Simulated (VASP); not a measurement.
A run of VASP 6.6.1:

File INCAR:

```
ALGO = Normal
EDIFF = 1E-6
ENCUT = 520
GGA = PE
ISIF = 2
ISMEAR = 0
LASPH = True
LCHARG = True
LELF = True
LREAL = False
LVHAR = True
LWAVE = False
NBANDS = 8
NELM = 80
PREC = Accurate
SIGMA = 0.02
```

The input KPOINTS:

```
k-points
0
Gamma
  10 10 10
```

Contents of POSCAR:

```
Sb
1.0
    0.0000000000      2.3712425216      2.3712425216
    2.3712425216      0.0000000000      2.3712425216
    2.3712425216      2.3712425216      0.0000000000
Sb
1
Direct
    0.0000000000      0.0000000000      0.0000000000
```

Potentials or basis: VASP PAW PBE potentials, release 64 (Sb).

Run with:

```bash
$ cat potpaw_PBE.64/Sb/POTCAR > POTCAR
$ mpirun -np 1 vasp_std > vasp.out
```

Hardware: 1 thread of AMD EPYC 9R45 96-Core Processor (Zen 5) (shared host).

**Question.** Estimate the wall time of this run.

**Answer.** Wall time 5.8 s on 1 thread of AMD EPYC 9R45 96-Core Processor (Zen 5), with other jobs on the host, peak memory 0.12 GiB. Counts: scf iterations 9, k points 47.
